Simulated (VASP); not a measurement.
# CaO (Fm-3m) in VASP: further runs

The runs below take CaO through single point, with PBE.

All numbers are computed with VASP 6.6.1; they aren't measurements. Logs are shortened: lines on timing, memory, paths and dates and some standing lists are left out, and cuts for length are marked.

## Step 1: The cell of the first run

It takes space group Fm-3m (No. 225, cubic). Conventional cell: a = 4.954 Å, b = 4.954 Å, c = 4.954 Å, α = 90.00°, β = 90.00°, γ = 90.00°. Within 3.3 Å of Ca (site symmetry m-3m) lie 6 O at 2.48 Å. O (site symmetry m-3m) has 6 Ca at 2.48 Å within 3.3 Å.

## Step 2: Single point, PBE (Sr replaced by Ca, lengths x 0.956, strained)

INCAR reads:

```
PREC = Accurate
ENCUT = 520
EDIFF = 1E-6
ISMEAR = 0
SIGMA = 0.02
LREAL = F
LASPH = T
NELM = 60
ALGO = Normal
ISIF = 2
LWAVE = F
LCHARG = F
GGA = PE
NBANDS = 15
```

KPOINTS reads:

```
Automatic mesh
0
Gamma
  8 8 8
```

POSCAR reads:

```
CaO
1.0
    0.0000000000      2.4769459778      2.4769459778
    2.4769459778      0.0000000000      2.4769459778
    2.4769459778      2.4769459778      0.0000000000
Ca O
1 1
Direct
    0.0000000000      0.0000000000      0.0000000000
    0.5000000000      0.5000000000      0.5000000000
```

Potentials or basis: VASP PAW PBE potentials, release 64 (Ca_sv, O).

The run is started by

```console
cat potpaw_PBE.64/Ca_sv/POTCAR potpaw_PBE.64/O/POTCAR > POTCAR
mpirun -np 1 vasp_std > vasp.out
```

OUTCAR:

```text
PREC = Accurate
   ENCUT = 520
   EDIFF = 1E-6
   ISMEAR = 0
   LREAL = F
   LASPH = T
   NELM = 60
   ISIF = 2
   GGA = PE

 ion  position               nearest neighbor table
   1  0.000  0.000  0.000-   2 2.48   2 2.48   2 2.48   2 2.48   2 2.48   2 2.48
   2  0.500  0.500  0.500-   1 2.48   1 2.48   1 2.48   1 2.48   1 2.48   1 2.48

  LATTYP: Found a face centered cubic cell.
 ALAT       =     4.9538919556

  Lattice vectors:

 A1 = (   0.0000000000,   2.4769459778,   2.4769459778)
 A2 = (   2.4769459778,   0.0000000000,   2.4769459778)
 A3 = (   2.4769459778,   2.4769459778,   0.0000000000)

Analysis of symmetry for initial positions (statically):
=====================================================================
 Subroutine PRICEL returns:
 Original cell was already a primitive cell.

 Routine SETGRP: Setting up the symmetry group for a
 face centered cubic supercell.

 Subroutine GETGRP returns: Found 48 space group operations
 (whereof 48 operations were pure point group operations)
 out of a pool of 48 trial point group operations.

The static configuration has the point symmetry O_h .

Analysis of symmetry for dynamics (positions and initial velocities):
=====================================================================
 Subroutine PRICEL returns:
 Original cell was already a primitive cell.

 Routine SETGRP: Setting up the symmetry group for a
 face centered cubic supercell.

 Subroutine GETGRP returns: Found 48 space group operations
 (whereof 48 operations were pure point group operations)
 out of a pool of 48 trial point group operations.

The dynamic configuration has the point symmetry O_h .

 Subroutine INISYM returns: Found 48 space group operations
 (whereof 48 operations are pure point group operations),
 and found     1 'primitive' translations

----------------------------------------------------------------------------------------

                                     Primitive cell

  volume of cell :      30.3934

  direct lattice vectors                    reciprocal lattice vectors
     0.000000000  2.476945978  2.476945978    -0.201861488  0.201861488  0.201861488
     2.476945978  0.000000000  2.476945978     0.201861488 -0.201861488  0.201861488
     2.476945978  2.476945978  0.000000000     0.201861488  0.201861488 -0.201861488

  length of vectors
     3.502930595  3.502930595  3.502930595     0.349634353  0.349634353  0.349634353

  position of ions in fractional coordinates (direct lattice)
     0.000000000  0.000000000  0.000000000
[... 83 lines left out ...]
   NFREE  =      0    steps in history (QN), initial steepest desc. (CG)
   ISIF   =      2    stress and relaxation
   ISYM   =      2    0-nonsym 1-usesym 2-fastsym
   POTIM  = 0.5000    time-step for ionic-motion
   TEBEG  =    0.0;   TEEND  =   0.0 temperature during run
   PSTRESS=    0.0 pullay stress
   NELECT =      16.0000    total number of electrons
   NUPDOWN=      -1.0000    fix difference up-down
   EMIN   =  10.00;   EMAX   =-10.00  energy-range for DOS
   EFERMI =   0.00;   METHOD = LEGACY
   ISMEAR =     0;   SIGMA  =   0.02  broadening in eV -4-tet -1-fermi 0-gaus
   EFERMI_NEDOS =   21; number of points for ismear=-14 and -15
   IALGO  =     38    algorithm
   IMIX   =      4    mixing-type and parameters
     AMIX     =   0.40;   BMIX     =  1.00
     AMIX_MAG =   1.60;   BMIX_MAG =  1.00
  volume/ion in A,a.u.               =      15.20       102.55
  Fermi-wavevector in a.u.,A,eV,Ry     =   1.321869  2.497969 23.773958  1.747337
  Thomas-Fermi vector in A             =   2.451591
   LORBIT       =      0    0 simple, 1 ext, 2 COOP (PROOUT), +10 PAW based schemes
   GGA     = PE    functional components
   LHFCALC =     F    Hartree Fock is set to
   AEXX    =    0.0000 exact exchange contribution
   IVDW    =     0    specifies the selected vdW correction
   LEPSILON=     F    determine dielectric tensor
   LRPA    =     F    only Hartree local field effects (RPA)
 non-spin polarized calculation
 Gauss-broadening in eV      SIGMA  =   0.02
  energy-cutoff  :      520.00
  volume of cell :       30.39
 maximum number of plane-waves:       869
 NGX is ok and might be reduce to    28
   NGX = 13   NGY = 13   NGZ = 13

 number of electron      16.0000003 magnetization

 Free energy of the ion-electron system (eV)
  ---------------------------------------------------
  ext. energy  EPLUGINS =         0.00000000
  ---------------------------------------------------
  free energy    TOTEN  =       -12.76416481 eV

  energy without entropy =      -12.76416481  energy(sigma->0) =      -12.76416481

 E-fermi :   2.0896     XC(G=0): -10.0422

 val. band max:        1.8617605861   @ k =   0.0000   0.0000   0.0000
 cond. band min:       5.5029994151   @ k =   0.5000   0.5000   0.0000
 fundamental gap:      3.6412388290
 Fermi energy:         2.0895760467

 k-point     1 :       0.0000    0.0000    0.0000
  band No.  band energies     occupation
      1     -36.1618      2.00000
      2     -16.9802      2.00000
      3     -16.9802      2.00000
      4     -16.9802      2.00000
      5     -13.4998      2.00000
      6       1.8618      2.00000
      7       1.8618      2.00000
      8       1.8618      2.00000
      9       5.8773      0.00000
     10       7.8517      0.00000
     11       7.8517      0.00000
     12       7.8517      0.00000
     13       9.2037      0.00000
     14       9.2037      0.00000
[... 401 lines left out ...]
      2     -17.5885      2.00000
      3     -17.1552      2.00000
      4     -17.0729      2.00000
      5     -12.8225      2.00000
      6      -0.0495      2.00000
      7       0.8213      2.00000
      8       0.9271      2.00000
      9       8.2504      0.00000
     10       8.3229      0.00000
     11      10.0888      0.00000
     12      10.1300      0.00000
     13      11.3583      0.00000
     14      12.9165      0.00000
     15      14.5319      0.00000

 [... further k-points ...]
[... 5 lines left out ...]
  --------------------------------------------------------------------------------------
  -------------------------------------------------------------------------------------
  Total       -1.2115121     -1.2115121     -1.2115121      0.0000000      0.0000000      0.0000000
  in kB      -63.8643857    -63.8643857    -63.8643857      0.0000000      0.0000000      0.0000000
  external PRESSURE =     -63.8643857 kB  Pullay stress =       0.0000000 kB

 VOLUME and BASIS-vectors are now :
 -----------------------------------------------------------------------------
  energy-cutoff  :      520.00
  volume of cell :       30.39
      direct lattice vectors                 reciprocal lattice vectors
     0.000000000  2.476945978  2.476945978    -0.201861488  0.201861488  0.201861488
     2.476945978  0.000000000  2.476945978     0.201861488 -0.201861488  0.201861488
     2.476945978  2.476945978  0.000000000     0.201861488  0.201861488 -0.201861488

 POSITION                                       TOTAL-FORCE (eV/Angst)
 -----------------------------------------------------------------------------------
      0.00000      0.00000      0.00000         0.000000     -0.000000      0.000000
      2.47695      2.47695      2.47695        -0.000000      0.000000     -0.000000
 -----------------------------------------------------------------------------------
    total drift:                                0.000000      0.000000      0.000000

  FREE ENERGIE OF THE ION-ELECTRON SYSTEM (eV)
  ---------------------------------------------------
  free  energy   TOTEN  =       -12.7641648116 eV

  energy  without entropy=      -12.7641648116  energy(sigma->0) =      -12.76416481
```

OSZICAR:

```text
N       E                     dE             d eps       ncg     rms          rms(c)
DAV:   1     0.123224722017E+03    0.12322E+03   -0.83004E+03   870   0.107E+03
DAV:   2    -0.897193583662E+01   -0.13220E+03   -0.12394E+03  1066   0.284E+02
DAV:   3    -0.143401950808E+02   -0.53683E+01   -0.53252E+01  1053   0.596E+01
DAV:   4    -0.144810008116E+02   -0.14081E+00   -0.14066E+00  1213   0.864E+00
DAV:   5    -0.144824452162E+02   -0.14444E-02   -0.14444E-02   991   0.798E-01    0.858E+00
DAV:   6    -0.128668054613E+02    0.16156E+01   -0.55595E+00   948   0.217E+01    0.389E+00
DAV:   7    -0.127677500479E+02    0.99055E-01   -0.44439E-01   947   0.661E+00    0.184E+00
DAV:   8    -0.127644821897E+02    0.32679E-02   -0.79944E-02  1087   0.306E+00    0.398E-01
DAV:   9    -0.127634370748E+02    0.10451E-02   -0.39818E-03   912   0.521E-01    0.118E-01
DAV:  10    -0.127641923059E+02   -0.75523E-03   -0.85377E-04  1017   0.253E-01    0.590E-02
DAV:  11    -0.127641642517E+02    0.28054E-04   -0.47065E-05  1146   0.846E-02    0.603E-03
DAV:  12    -0.127641648116E+02   -0.55986E-06   -0.97796E-06   954   0.274E-02
   1 F= -.12764165E+02 E0= -.12764165E+02  d E =-.295482E-60
```

Wall time 7.2 s (1 thread of Intel Xeon 6975P-C (Granite Rapids), shared host); peak memory 0.15 GiB.

What came out:

```
Free energy            : -12.7642 eV
Pressure               : -6.4 GPa
Band gap on the k mesh : 3.64 eV, indirect (least direct gap 4.02 eV)
```

Caveat: the cell differs from its parent crystal (Sr replaced by Ca, lengths x 0.956, strained).

## Step 3: Single point, PBE (Sr replaced by Ca, lengths x 0.956, strained)

INCAR reads:

```
ALGO = Normal
EDIFF = 1E-6
ENCUT = 600
GGA = PE
GGA_COMPAT = F
ISIF = 2
ISMEAR = 0
LASPH = T
LCHARG = T
LELF = T
LREAL = F
LVHAR = T
LWAVE = F
NBANDS = 15
NELM = 120
PREC = Accurate
SIGMA = 0.1
```

KPOINTS reads:

```
k-points
0
Gamma
  6 6 6
```

POSCAR is that of step 2.

Potentials or basis: VASP PAW PBE potentials, release 64 (Ca_sv, O).

The run is started by

```console
cat potpaw_PBE.64/Ca_sv/POTCAR potpaw_PBE.64/O/POTCAR > POTCAR
mpirun -np 1 vasp_std > vasp.out
```

OUTCAR:

```text
EDIFF = 1E-6
   ENCUT = 600
   GGA = PE
   ISIF = 2
   ISMEAR = 0
   LASPH = T
   LREAL = F
   NELM = 120
   PREC = Accurate

 ion  position               nearest neighbor table
   1  0.000  0.000  0.000-   2 2.48   2 2.48   2 2.48   2 2.48   2 2.48   2 2.48
   2  0.500  0.500  0.500-   1 2.48   1 2.48   1 2.48   1 2.48   1 2.48   1 2.48

  LATTYP: Found a face centered cubic cell.
 ALAT       =     4.9538919556

  Lattice vectors:

 A1 = (   0.0000000000,   2.4769459778,   2.4769459778)
 A2 = (   2.4769459778,   0.0000000000,   2.4769459778)
 A3 = (   2.4769459778,   2.4769459778,   0.0000000000)

Analysis of symmetry for initial positions (statically):
=====================================================================
 Subroutine PRICEL returns:
 Original cell was already a primitive cell.

 Routine SETGRP: Setting up the symmetry group for a
 face centered cubic supercell.

 Subroutine GETGRP returns: Found 48 space group operations
 (whereof 48 operations were pure point group operations)
 out of a pool of 48 trial point group operations.

The static configuration has the point symmetry O_h .

Analysis of symmetry for dynamics (positions and initial velocities):
=====================================================================
 Subroutine PRICEL returns:
 Original cell was already a primitive cell.

 Routine SETGRP: Setting up the symmetry group for a
 face centered cubic supercell.

 Subroutine GETGRP returns: Found 48 space group operations
 (whereof 48 operations were pure point group operations)
 out of a pool of 48 trial point group operations.

The dynamic configuration has the point symmetry O_h .

 Subroutine INISYM returns: Found 48 space group operations
 (whereof 48 operations are pure point group operations),
 and found     1 'primitive' translations

----------------------------------------------------------------------------------------

                                     Primitive cell

[... 110 lines left out ...]
   LEPSILON=     F    determine dielectric tensor
   LRPA    =     F    only Hartree local field effects (RPA)
 non-spin polarized calculation
 Gauss-broadening in eV      SIGMA  =   0.10
  energy-cutoff  :      600.00
  volume of cell :       30.39
 maximum number of plane-waves:      1032
   NGX = 13   NGY = 13   NGZ = 13

 number of electron      16.0000003 magnetization

 Free energy of the ion-electron system (eV)
  ---------------------------------------------------
  ext. energy  EPLUGINS =         0.00000000
  ---------------------------------------------------
  free energy    TOTEN  =       -12.76593386 eV

  energy without entropy =      -12.76593386  energy(sigma->0) =      -12.76593386

 E-fermi :   2.2806     XC(G=0): -10.0422

 val. band max:        1.8602406778   @ k =   0.0000   0.0000   0.0000
 cond. band min:       5.5028343517   @ k =   0.5000   0.5000   0.0000
 fundamental gap:      3.6425936739
 Fermi energy:         2.2806330493

 k-point     1 :       0.0000    0.0000    0.0000
  band No.  band energies     occupation
      1     -36.1619      2.00000
      2     -16.9805      2.00000
      3     -16.9805      2.00000
      4     -16.9805      2.00000
      5     -13.5011      2.00000
      6       1.8602      2.00000
      7       1.8602      2.00000
      8       1.8602      2.00000
      9       5.8771      0.00000
     10       7.8512      0.00000
     11       7.8512      0.00000
     12       7.8512      0.00000
     13       9.2035      0.00000
     14       9.2035      0.00000
[... 257 lines left out ...]
      2     -17.3520      2.00000
      3     -17.2346      2.00000
      4     -17.2163      2.00000
      5     -13.0813      2.00000
      6       0.6497      2.00000
      7       0.8862      2.00000
      8       1.0670      2.00000
      9       6.7352      0.00000
     10       9.1000      0.00000
     11       9.5748      0.00000
     12      10.7905      0.00000
     13      10.9187      0.00000
     14      13.8464      0.00000
     15      14.3412      0.00000

------------------------ aborting loop because EDIFF is reached ----------------------------------------

  FORCE on cell =-STRESS in cart. coord.  units (eV):
  Direction    XX          YY          ZZ          XY          YZ          ZX
  --------------------------------------------------------------------------------------
  -------------------------------------------------------------------------------------
  Total       -1.2232468     -1.2232468     -1.2232468      0.0000000      0.0000000     -0.0000000
  in kB      -64.4829755    -64.4829755    -64.4829755      0.0000000      0.0000000     -0.0000000
  external PRESSURE =     -64.4829755 kB  Pullay stress =       0.0000000 kB

 VOLUME and BASIS-vectors are now :
 -----------------------------------------------------------------------------
  energy-cutoff  :      600.00
  volume of cell :       30.39
      direct lattice vectors                 reciprocal lattice vectors
     0.000000000  2.476945978  2.476945978    -0.201861488  0.201861488  0.201861488
     2.476945978  0.000000000  2.476945978     0.201861488 -0.201861488  0.201861488
     2.476945978  2.476945978  0.000000000     0.201861488  0.201861488 -0.201861488

 POSITION                                       TOTAL-FORCE (eV/Angst)
 -----------------------------------------------------------------------------------
      0.00000      0.00000      0.00000         0.000000      0.000000      0.000000
      2.47695      2.47695      2.47695        -0.000000     -0.000000     -0.000000
 -----------------------------------------------------------------------------------
    total drift:                                0.000000      0.000000      0.000000

  FREE ENERGIE OF THE ION-ELECTRON SYSTEM (eV)
  ---------------------------------------------------
  free  energy   TOTEN  =       -12.7659338626 eV

  energy  without entropy=      -12.7659338626  energy(sigma->0) =      -12.76593386
```

OSZICAR:

```text
N       E                     dE             d eps       ncg     rms          rms(c)
DAV:   1     0.132447854217E+03    0.13245E+03   -0.91888E+03   480   0.120E+03
DAV:   2    -0.804635663771E+01   -0.14049E+03   -0.13081E+03   620   0.299E+02
DAV:   3    -0.143267555925E+02   -0.62804E+01   -0.62304E+01   580   0.637E+01
DAV:   4    -0.144820612434E+02   -0.15531E+00   -0.15523E+00   696   0.905E+00
DAV:   5    -0.144831721782E+02   -0.11109E-02   -0.11109E-02   579   0.664E-01    0.857E+00
DAV:   6    -0.128675913151E+02    0.16156E+01   -0.55345E+00   523   0.217E+01    0.390E+00
DAV:   7    -0.127695938234E+02    0.97997E-01   -0.45428E-01   516   0.666E+00    0.184E+00
DAV:   8    -0.127662154169E+02    0.33784E-02   -0.80936E-02   606   0.309E+00    0.394E-01
DAV:   9    -0.127651909439E+02    0.10245E-02   -0.41440E-03   515   0.528E-01    0.118E-01
DAV:  10    -0.127659617292E+02   -0.77079E-03   -0.88624E-04   536   0.258E-01    0.583E-02
DAV:  11    -0.127659332046E+02    0.28525E-04   -0.50958E-05   621   0.871E-02    0.622E-03
DAV:  12    -0.127659338717E+02   -0.66716E-06   -0.10515E-05   530   0.278E-02    0.591E-03
DAV:  13    -0.127659338626E+02    0.91190E-08   -0.47732E-07   422   0.897E-03
   1 F= -.12765934E+02 E0= -.12765934E+02  d E =-.165505E-10
```

It took 20 s on 1 thread of AMD EPYC 7R43 (Zen 3), shared host; peak memory 0.12 GiB.

What came out:

| Item | Value |
| --- | --- |
| Free energy | -12.7659 eV |
| Pressure | -6.4 GPa |
| Band gap on the k mesh | 3.64 eV, indirect (least direct gap 4.02 eV) |

Levels at points of the mesh, in eV from the valence-band top:
| k point | band 6 | band 7 | band 8 | band 9 | band 10 | band 11 |
| --- | --- | --- | --- | --- | --- | --- |
| (0.00, 0.00, 0.00) | 0.00 | 0.00 | 0.00 | 4.02 | 5.99 | 5.99 |
| (0.50, 0.00, 0.00) | -2.43 | -1.04 | -1.04 | 6.63 | 7.83 | 7.86 |
| (0.50, 0.50, 0.00) | -1.32 | -0.39 | -0.39 | 3.64 | 7.39 | 8.38 |

Caveat: the cell differs from its parent crystal (Sr replaced by Ca, lengths x 0.956, strained). A k mesh can miss the band edges.
